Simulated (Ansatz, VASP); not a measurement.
## One calculation of HfO2, two programs

File INCAR:

```
ALGO = Normal
EDIFF = 1E-6
ENCUT = 600
GGA = PS
GGA_COMPAT = False
ISIF = 2
ISMEAR = 0
LASPH = True
LCHARG = False
LREAL = False
LWAVE = False
NBANDS = 18
NELM = 120
PREC = Accurate
SIGMA = 0.1
```

KPOINTS

```
k-points
0
Gamma
  6 6 6
```

Contents of POSCAR:

```
HfO2
1.0
    0.0000000000      2.5150000000      2.5150000000
    2.5150000000      0.0000000000      2.5150000000
    2.5150000000      2.5150000000      0.0000000000
Hf O
1 2
Direct
    0.0000000000      0.0000000000      0.0000000000
    0.2500000000      0.2500000000      0.2500000000
    0.7500000000      0.7500000000      0.7500000000
```

Input for Ansatz:

```yaml
crystal:
  lattice:
    - [0.0, 2.515, 2.515]
    - [2.515, 0.0, 2.515]
    - [2.515, 2.515, 0.0]
  atoms:
    - { symbol: Hf, position: [0.0, 0.0, 0.0] }
    - { symbol: O, position: [0.25, 0.25, 0.25] }
    - { symbol: O, position: [0.75, 0.75, 0.75] }
basis:
  ecutwfc: 420
kpoints:
  mp_grid: { grid: [6, 6, 6] }
hamiltonian:
  xc: pbesol
  pseudopotentials: { kind: paw, azcp: { folder: soft_1 } }
scf:
  occupations: { method: gaussian, width: 0.1 }
output:
  forces: true
  stress: true
  eigenvalues: true
```

Alike in both runs: task single point; functional PBEsol; k mesh 6 × 6 × 6; occupations gaussian, width 0.1 eV; no spin polarisation.

|  | VASP | Ansatz |
| --- | --- | --- |
| version | VASP 6.6.1 | Ansatz 0.2.0 |
| potentials or method | VASP PAW PBE potentials, release 64 (Hf_pv, O), cutoff 600 eV | scalar-relativistic, plane waves, PAW |
| valence electrons in the cell | 22 | 38 |

Ansatz gave:

```
gap on the k mesh at the Fermi level (eV) : 3.71
least direct gap on the mesh (eV)         : 3.71
pressure (GPa)                            : 2.3
```

Question: Estimate VASP's values.

Answer: gap on the k mesh at the Fermi level (eV): 3.73; least direct gap on the mesh (eV): 3.73; pressure (GPa): -1.8.

VASP's potentials were made for PBE, not for PBEsol, and Ansatz warns of the same on its side. One of these differences is far larger than is usual between the two programs; its cause wasn't traced. VASP's potentials hold 22 valence electrons a cell and Ansatz's 38, so a difference there can come from the potentials and not from the codes.

Neither program's run includes spin-orbit coupling.
